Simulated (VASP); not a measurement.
Runs of VASP 6.6.1 on Al3B2P. The structure is that of space group P6/mmm (No. 191), or close to it. The cells are those of the table. 

```csv
task,cell,k mesh,cutoff (eV),gap on the mesh (eV),pressure (GPa),largest force (eV/Å)
single point,"a = 5.408, b = 5.408, c = 3.098 Å, angles 90.6, 90.6, 120.1°, 6 atoms",4 × 4 × 6,520,none,(a),0.02
relaxation of cell and atoms,"relaxed from a = 5.408, b = 5.408, c = 3.098 Å, angles 90.6, 90.6, 120.1°, 6 atoms",4 × 4 × 6,600,-,-0.1,0.01
single point,"a = 6.187, b = 6.187, c = 2.549 Å, angles 89.9, 89.9, 120.0°, 6 atoms",4 × 4 × 6,520,none,0.0,-
single point,"a = 6.106, b = 6.106, c = 2.598 Å, angles 90.0, 90.0, 120.0°, 6 atoms",6 × 6 × 14,520,none,0.0,-
```

Alike in all rows: level PBE; potentials or basis VASP PAW PBE potentials, release 64 (Al, B, P); no spin polarisation; smearing gaussian 0.1 eV.

Task: Estimate the missing entries.

Result: (a) 4.2.

Caveats: some runs use coarse meshes; the bands computed are all filled at some k points, so no gap is given (some runs).

A gap of «none» marks levels without a gap at the run's occupations.
